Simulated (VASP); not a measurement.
# Cu (P1) in VASP: notebook

Runs on Cu. Level: LDA. Tasks: single point.

All numbers are computed with VASP 6.6.1; they aren't measurements. Logs are shortened: lines on timing, memory, paths and dates and some standing lists are left out, and cuts for length are marked.

### 1 The cell of the first run

The typed cell holds 4 atoms: a = 2.531 Å, b = 2.531 Å, c = 8.262 Å, α = 90.00°, β = 90.00°, γ = 120.00°.

### 2 Single point, LDA

File INCAR:

```
PREC = Accurate
ENCUT = 600
EDIFF = 1E-6
ISMEAR = -1
SIGMA = 0.1
LREAL = F
LASPH = T
NELM = 120
ALGO = Normal
ISIF = 2
LWAVE = F
LCHARG = F
NBANDS = 30
GGA_COMPAT = F
```

File KPOINTS:

```
Automatic mesh
0
Gamma
  7 7 2
```

File POSCAR:

```
Cu
1.0
    2.5307600000      0.0000000000      0.0000000000
   -1.2653800000      2.1917100000      0.0000000000
    0.0000000000      0.0000000000      8.2618200000
Cu
4
Direct
    0.9925800000      0.9985900000      0.9998000000
    0.3255805529      0.6569400000      0.2506100000
    0.0082400000      0.0061200000      0.5010500000
    0.6724400000      0.3369600000      0.7519600000
```

Potentials or basis: VASP PAW LDA potentials, release 64 (Cu).

Run with:

```bash
> cat potpaw_LDA.64/Cu/POTCAR > POTCAR
> mpirun -np 1 vasp_std > vasp.out
```

OUTCAR:

```text
PREC = Accurate
   ENCUT = 600
   EDIFF = 1E-6
   ISMEAR = -1
   LREAL = F
   LASPH = T
   NELM = 120
   ISIF = 2

 ion  position               nearest neighbor table
   1  0.993  0.999  1.000-   4 2.51   4 2.51   2 2.53   4 2.53   2 2.54   2 2.55
   2  0.326  0.657  0.251-   3 2.51   1 2.53   3 2.53   1 2.54   1 2.55   3 2.55
   3  0.008  0.006  0.501-   2 2.51   4 2.53   2 2.53   4 2.54   4 2.54   2 2.55
   4  0.672  0.337  0.752-   1 2.51   1 2.51   1 2.53   3 2.53   3 2.54   3 2.54

  LATTYP: Found a hexagonal cell.
 ALAT       =     2.5307600000
 C/A-ratio  =     3.2645608434

  Lattice vectors:

 A1 = (   2.5307600000,   0.0000000000,   0.0000000000)
 A2 = (  -1.2653800000,   2.1917100000,   0.0000000000)
 A3 = (   0.0000000000,   0.0000000000,   8.2618200000)

Analysis of symmetry for initial positions (statically):
=====================================================================
 Subroutine PRICEL returns:
 Original cell was already a primitive cell.

 Routine SETGRP: Setting up the symmetry group for a
 hexagonal supercell.

 Subroutine GETGRP returns: Found  1 space group operations
 (whereof  1 operations were pure point group operations)
 out of a pool of 24 trial point group operations.

The static configuration has the point symmetry C_1 .

Analysis of symmetry for dynamics (positions and initial velocities):
=====================================================================
 Subroutine PRICEL returns:
 Original cell was already a primitive cell.

 Routine SETGRP: Setting up the symmetry group for a
 hexagonal supercell.

 Subroutine GETGRP returns: Found  1 space group operations
 (whereof  1 operations were pure point group operations)
 out of a pool of 24 trial point group operations.

The dynamic configuration has the point symmetry C_1 .

 Subroutine INISYM returns: Found  1 space group operations
 (whereof  1 operations are pure point group operations),
 and found     1 'primitive' translations

----------------------------------------------------------------------------------------

                                     Primitive cell

  volume of cell :      45.8258

  direct lattice vectors                    reciprocal lattice vectors
     2.530760000  0.000000000  0.000000000     0.395138219  0.228132372  0.000000000
    -1.265380000  2.191710000  0.000000000     0.000000000  0.456264743  0.000000000
     0.000000000  0.000000000  8.261820000     0.000000000  0.000000000  0.121038706

  length of vectors
[... 81 lines left out ...]
   LNONCOLLINEAR =      F non collinear calculations
   LSORBIT =      F    spin-orbit coupling
   LASPH  =      T    aspherical Exc in radial PAW
   ENCUT  =  600.0 eV  44.10 Ry    6.64 a.u.   5.05  5.05 16.50*2*pi/ulx,y,z
   NELM   =    120;   NELMIN=  2; NELMDL= -5     # of ELM steps
   EDIFF  = 0.1E-05   stopping-criterion for ELM
   LREAL  =      F    real-space projection
   EDIFFG = 0.1E-04   stopping-criterion for IOM
   NSW    =      0    number of steps for IOM
   IBRION =     -1    ionic relax: 0-MD 1-quasi-New 2-CG
   NFREE  =      0    steps in history (QN), initial steepest desc. (CG)
   ISIF   =      2    stress and relaxation
   ISYM   =      2    0-nonsym 1-usesym 2-fastsym
   POTIM  = 0.5000    time-step for ionic-motion
   TEBEG  =    0.0;   TEEND  =   0.0 temperature during run
   PSTRESS=    0.0 pullay stress
   NELECT =      44.0000    total number of electrons
   NUPDOWN=      -1.0000    fix difference up-down
   EMIN   =  10.00;   EMAX   =-10.00  energy-range for DOS
   EFERMI =   0.00;   METHOD = LEGACY
   ISMEAR =    -1;   SIGMA  =   0.10  broadening in eV -4-tet -1-fermi 0-gaus
   EFERMI_NEDOS =   21; number of points for ismear=-14 and -15
   IALGO  =     38    algorithm
   IMIX   =      4    mixing-type and parameters
     AMIX     =   0.40;   BMIX     =  1.00
     AMIX_MAG =   1.60;   BMIX_MAG =  1.00
  volume/ion in A,a.u.               =      11.46        77.31
  Fermi-wavevector in a.u.,A,eV,Ry     =   1.615062  3.052024 35.489769  2.608424
  Thomas-Fermi vector in A             =   2.709870
   LORBIT       =      0    0 simple, 1 ext, 2 COOP (PROOUT), +10 PAW based schemes
   GGA     = CA    functional components
   LHFCALC =     F    Hartree Fock is set to
   AEXX    =    0.0000 exact exchange contribution
   IVDW    =     0    specifies the selected vdW correction
   LEPSILON=     F    determine dielectric tensor
   LRPA    =     F    only Hartree local field effects (RPA)
 non-spin polarized calculation
  energy-cutoff  :      600.00
  volume of cell :       45.83
 maximum number of plane-waves:      1542
   NGX = 11   NGY = 11   NGZ = 33

 number of electron      44.0000005 magnetization

 Free energy of the ion-electron system (eV)
  ---------------------------------------------------
  ext. energy  EPLUGINS =         0.00000000
  ---------------------------------------------------
  free energy    TOTEN  =       -18.84183270 eV

  energy without entropy =      -18.80980725  energy(sigma->0) =      -18.82581997

 E-fermi :   7.6812     XC(G=0): -13.2815

 val. band max:        7.6654259776   @ k =   0.0000   0.4286   0.0000
 cond. band min:       7.6875721602   @ k =  -0.4286   0.4286   0.0000
 fundamental gap:      0.0221461826
 Fermi energy:         7.6811997992

 k-point     1 :       0.0000    0.0000    0.0000
  band No.  band energies     occupation
      1      -1.8572      2.00000
      2       0.2871      2.00000
      3       0.3228      2.00000
      4       2.4231      2.00000
      5       4.2731      2.00000
      6       4.3011      2.00000
[... 781 lines left out ...]
     29      15.6581      0.00000
     30      17.1117      0.00000

 [... further k-points ...]
[... 5 lines left out ...]
  --------------------------------------------------------------------------------------
  -------------------------------------------------------------------------------------
  Total       -2.2748906     -2.1408098     -2.1720761     -0.0436321     -0.0015702      0.0057975
  in kB      -79.5355539    -74.8477751    -75.9409174     -1.5254806     -0.0548982      0.2026942
  external PRESSURE =     -76.7747488 kB  Pullay stress =       0.0000000 kB

 VOLUME and BASIS-vectors are now :
 -----------------------------------------------------------------------------
  energy-cutoff  :      600.00
  volume of cell :       45.83
      direct lattice vectors                 reciprocal lattice vectors
     2.530760000  0.000000000  0.000000000     0.395138219  0.228132372  0.000000000
    -1.265380000  2.191710000  0.000000000     0.000000000  0.456264743  0.000000000
     0.000000000  0.000000000  8.261820000     0.000000000  0.000000000  0.121038706

 POSITION                                       TOTAL-FORCE (eV/Angst)
 -----------------------------------------------------------------------------------
      1.24839      2.18862      8.26017         0.026656     -0.006561      0.091003
     -0.00731      1.43982      2.07049         0.004986      0.037227     -0.004233
      0.01311      0.01341      4.13958        -0.014594     -0.030197      0.007207
      1.27540      0.73852      6.21256        -0.017048     -0.000468     -0.093978
 -----------------------------------------------------------------------------------
    total drift:                                0.000704     -0.000848      0.000434

  FREE ENERGIE OF THE ION-ELECTRON SYSTEM (eV)
  ---------------------------------------------------
  free  energy   TOTEN  =       -18.8418326977 eV

  energy  without entropy=      -18.8098072469  energy(sigma->0) =      -18.82581997
```

OSZICAR:

```text
N       E                     dE             d eps       ncg     rms          rms(c)
DAV:   1     0.344755029395E+03    0.34476E+03   -0.21780E+04  3264   0.302E+03
DAV:   2     0.114231006633E+02   -0.33333E+03   -0.32101E+03  3000   0.411E+02
DAV:   3    -0.218847995517E+02   -0.33308E+02   -0.31010E+02  3282   0.180E+02
DAV:   4    -0.228532516303E+02   -0.96845E+00   -0.96620E+00  3488   0.418E+01
DAV:   5    -0.228671938668E+02   -0.13942E-01   -0.13941E-01  3866   0.498E+00    0.160E+01
DAV:   6    -0.203401104880E+02    0.25271E+01   -0.31996E+01  3390   0.126E+02    0.791E+00
DAV:   7    -0.188934048370E+02    0.14467E+01   -0.62542E+00  3432   0.536E+01    0.939E-01
DAV:   8    -0.188535594484E+02    0.39845E-01   -0.11741E-01  4110   0.567E+00    0.785E-01
DAV:   9    -0.188470724640E+02    0.64870E-02   -0.11163E-02  3516   0.384E+00    0.529E-01
DAV:  10    -0.188418411162E+02    0.52313E-02   -0.89817E-03  3568   0.199E+00    0.577E-02
DAV:  11    -0.188418441093E+02   -0.29931E-05   -0.82809E-04  4248   0.551E-01    0.285E-02
DAV:  12    -0.188418347576E+02    0.93517E-05   -0.89502E-05  3678   0.344E-01    0.106E-02
DAV:  13    -0.188418327422E+02    0.20154E-05   -0.13684E-05  4066   0.695E-02    0.320E-03
DAV:  14    -0.188418326977E+02    0.44514E-07   -0.15164E-06  2166   0.451E-02
   1 F= -.18841833E+02 E0= -.18825820E+02  d E =-.320255E-01
```

It took 45 s on 1 thread of Intel Xeon Platinum 8488C (Sapphire Rapids), shared host; peak memory 0.18 GiB.

Results:

| Property | Result |
| --- | --- |
| Free energy | -18.8418 eV |
| Pressure | -7.7 GPa |
| Largest force | 0.096 eV/Å |
| Band gap on the k mesh | zero (band 22 reaches 10.17 eV, above the bottom of band 23 at 5.86 eV) |

Forces on the atoms (eV/Å):
```
Cu   0.027 -0.007  0.091
Cu   0.005  0.037 -0.004
Cu  -0.015 -0.030  0.007
Cu  -0.017  0.000 -0.094
```

Levels at points of the mesh, in eV from the Fermi level:
| k point | band 19 | band 20 | band 21 | band 22 | band 23 | band 24 | band 25 | band 26 |
| --- | --- | --- | --- | --- | --- | --- | --- | --- |
| (0.00, 0.00, 0.00) | -2.18 | -2.00 | -1.99 | -1.72 | -1.69 | -1.02 | 3.92 | 12.70 |
| (0.00, 0.00, 0.50) | -2.30 | -2.27 | -1.84 | -1.83 | -1.82 | -1.81 | 7.06 | 7.13 |

Caveat: the k points lie up to 0.41 Å⁻¹ apart.

### 3 Single point, LDA

File INCAR:

```
SYSTEM = Cu
PREC = Accurate ; ENCUT = 600
EDIFF = 1E-6 ; ISMEAR = -1
SIGMA = 0.1 ; LREAL = .FALSE.
LASPH = .TRUE. ; NELM = 120
ALGO = Normal ; ISIF = 2
LWAVE = .FALSE. ; LCHARG = .TRUE.
GGA = CA ; LELF = .TRUE.
LVHAR = .TRUE. ; NBANDS = 30
GGA_COMPAT = .FALSE.
```

File KPOINTS:

```
regular mesh
0
G
  7 7 2
  0 0 0
```

Changes to POSCAR since step 2:

```diff
@@ -9,3 +9,3 @@
     0.9925800000      0.9985900000      0.9998000000
-    0.3255805529      0.6569400000      0.2506100000
+    0.3224194471      0.6569400000      0.2506100000
     0.0082400000      0.0061200000      0.5010500000
```

Potentials or basis: VASP PAW LDA potentials, release 64 (Cu).

Run with:

```bash
> cat potpaw_LDA.64/Cu/POTCAR > POTCAR
> mpirun -np 1 vasp_std > vasp.out
```

OUTCAR:

```text
SYSTEM = Cu
   PREC = Accurate
   ENCUT = 600
   EDIFF = 1E-6
   ISMEAR = -1
   LREAL = .FALSE.
   LASPH = .TRUE.
   NELM = 120
   ISIF = 2
   GGA = CA

 ion  position               nearest neighbor table
   1  0.993  0.999  1.000-   4 2.51   4 2.51   2 2.53   4 2.53   2 2.54   2 2.54
   2  0.322  0.657  0.251-   3 2.51   1 2.53   3 2.53   1 2.54   1 2.54   3 2.56
   3  0.008  0.006  0.501-   2 2.51   2 2.53   4 2.53   4 2.54   4 2.54   2 2.56
   4  0.672  0.337  0.752-   1 2.51   1 2.51   1 2.53   3 2.53   3 2.54   3 2.54

  LATTYP: Found a hexagonal cell.
 ALAT       =     2.5307600000
 C/A-ratio  =     3.2645608434

  Lattice vectors:

 A1 = (   2.5307600000,   0.0000000000,   0.0000000000)
 A2 = (  -1.2653800000,   2.1917100000,   0.0000000000)
 A3 = (   0.0000000000,   0.0000000000,   8.2618200000)

Analysis of symmetry for initial positions (statically):
=====================================================================
 Subroutine PRICEL returns:
 Original cell was already a primitive cell.

 Routine SETGRP: Setting up the symmetry group for a
 hexagonal supercell.

 Subroutine GETGRP returns: Found  1 space group operations
 (whereof  1 operations were pure point group operations)
 out of a pool of 24 trial point group operations.

The static configuration has the point symmetry C_1 .

Analysis of symmetry for dynamics (positions and initial velocities):
=====================================================================
 Subroutine PRICEL returns:
 Original cell was already a primitive cell.

 Routine SETGRP: Setting up the symmetry group for a
 hexagonal supercell.

 Subroutine GETGRP returns: Found  1 space group operations
 (whereof  1 operations were pure point group operations)
 out of a pool of 24 trial point group operations.

The dynamic configuration has the point symmetry C_1 .

 Subroutine INISYM returns: Found  1 space group operations
 (whereof  1 operations are pure point group operations),
[... 112 lines left out ...]
   NUPDOWN=      -1.0000    fix difference up-down
   EMIN   =  10.00;   EMAX   =-10.00  energy-range for DOS
   EFERMI =   0.00;   METHOD = LEGACY
   ISMEAR =    -1;   SIGMA  =   0.10  broadening in eV -4-tet -1-fermi 0-gaus
   EFERMI_NEDOS =   21; number of points for ismear=-14 and -15
   IALGO  =     38    algorithm
   IMIX   =      4    mixing-type and parameters
     AMIX     =   0.40;   BMIX     =  1.00
     AMIX_MAG =   1.60;   BMIX_MAG =  1.00
  volume/ion in A,a.u.               =      11.46        77.31
  Fermi-wavevector in a.u.,A,eV,Ry     =   1.615062  3.052024 35.489769  2.608424
  Thomas-Fermi vector in A             =   2.709870
   LORBIT       =      0    0 simple, 1 ext, 2 COOP (PROOUT), +10 PAW based schemes
   GGA     = CA    functional components
   LHFCALC =     F    Hartree Fock is set to
   AEXX    =    0.0000 exact exchange contribution
   IVDW    =     0    specifies the selected vdW correction
   LEPSILON=     F    determine dielectric tensor
   LRPA    =     F    only Hartree local field effects (RPA)
 non-spin polarized calculation
  energy-cutoff  :      600.00
  volume of cell :       45.83
 maximum number of plane-waves:      1542
   NGX = 11   NGY = 11   NGZ = 33

 number of electron      44.0000002 magnetization

 Free energy of the ion-electron system (eV)
  ---------------------------------------------------
  ext. energy  EPLUGINS =         0.00000000
  ---------------------------------------------------
  free energy    TOTEN  =       -18.84174890 eV

  energy without entropy =      -18.80973580  energy(sigma->0) =      -18.82574235

 E-fermi :   7.6812     XC(G=0): -13.2815

 val. band max:        7.6654453548   @ k =   0.0000   0.4286   0.0000
 cond. band min:       7.6822972759   @ k =  -0.4286   0.4286   0.0000
 fundamental gap:      0.0168519212
 Fermi energy:         7.6812244184

 k-point     1 :       0.0000    0.0000    0.0000
  band No.  band energies     occupation
      1      -1.8572      2.00000
      2       0.2871      2.00000
      3       0.3228      2.00000
      4       2.4231      2.00000
      5       4.2732      2.00000
      6       4.3009      2.00000
[... 781 lines left out ...]
     29      15.6566      0.00000
     30      17.1131      0.00000

 [... further k-points ...]
[... 5 lines left out ...]
  --------------------------------------------------------------------------------------
  -------------------------------------------------------------------------------------
  Total       -2.2755426     -2.1412714     -2.1720078     -0.0618011     -0.0004894      0.0063717
  in kB      -79.5583516    -74.8639117    -75.9385305     -2.1607140     -0.0171101      0.2227701
  external PRESSURE =     -76.7869313 kB  Pullay stress =       0.0000000 kB

 VOLUME and BASIS-vectors are now :
 -----------------------------------------------------------------------------
  energy-cutoff  :      600.00
  volume of cell :       45.83
      direct lattice vectors                 reciprocal lattice vectors
     2.530760000  0.000000000  0.000000000     0.395138219  0.228132372  0.000000000
    -1.265380000  2.191710000  0.000000000     0.000000000  0.456264743  0.000000000
     0.000000000  0.000000000  8.261820000     0.000000000  0.000000000  0.121038706

 POSITION                                       TOTAL-FORCE (eV/Angst)
 -----------------------------------------------------------------------------------
      1.24839      2.18862      8.26017         0.020778     -0.006748      0.091039
     -0.01531      1.43982      2.07049         0.015520      0.037046     -0.004754
      0.01311      0.01341      4.13958        -0.020122     -0.029795      0.007607
      1.27540      0.73852      6.21256        -0.016176     -0.000502     -0.093892
 -----------------------------------------------------------------------------------
    total drift:                                0.001005     -0.000666      0.000484

  FREE ENERGIE OF THE ION-ELECTRON SYSTEM (eV)
  ---------------------------------------------------
  free  energy   TOTEN  =       -18.8417488963 eV

  energy  without entropy=      -18.8097357986  energy(sigma->0) =      -18.82574235
```

It took 47 s on 1 thread of Intel Xeon Platinum 8488C (Sapphire Rapids), shared host; peak memory 0.18 GiB.

What came out:

- Free energy: -18.8417 eV
- Pressure: -7.7 GPa
- Largest force: 0.095 eV/Å
- Band gap on the k mesh: zero (band 22 reaches 10.17 eV, above the bottom of band 23 at 5.86 eV)

Forces on the atoms (eV/Å):
```
Cu   0.021 -0.007  0.091
Cu   0.016  0.037 -0.005
Cu  -0.020 -0.030  0.008
Cu  -0.016 -0.001 -0.094
```

Stress tensor (GPa, compression positive):
```
-7.96 -0.22  0.02
-0.22 -7.49  0.00
 0.02  0.00 -7.59
```

Levels at points of the mesh, in eV from the Fermi level:
| k point | band 19 | band 20 | band 21 | band 22 | band 23 | band 24 | band 25 | band 26 |
| --- | --- | --- | --- | --- | --- | --- | --- | --- |
| (0.00, 0.00, 0.00) | -2.18 | -2.00 | -1.99 | -1.72 | -1.69 | -1.02 | 3.92 | 12.70 |
| (0.00, 0.00, 0.50) | -2.29 | -2.27 | -1.84 | -1.83 | -1.82 | -1.81 | 7.06 | 7.13 |

Caveat: the k points lie up to 0.41 Å⁻¹ apart.
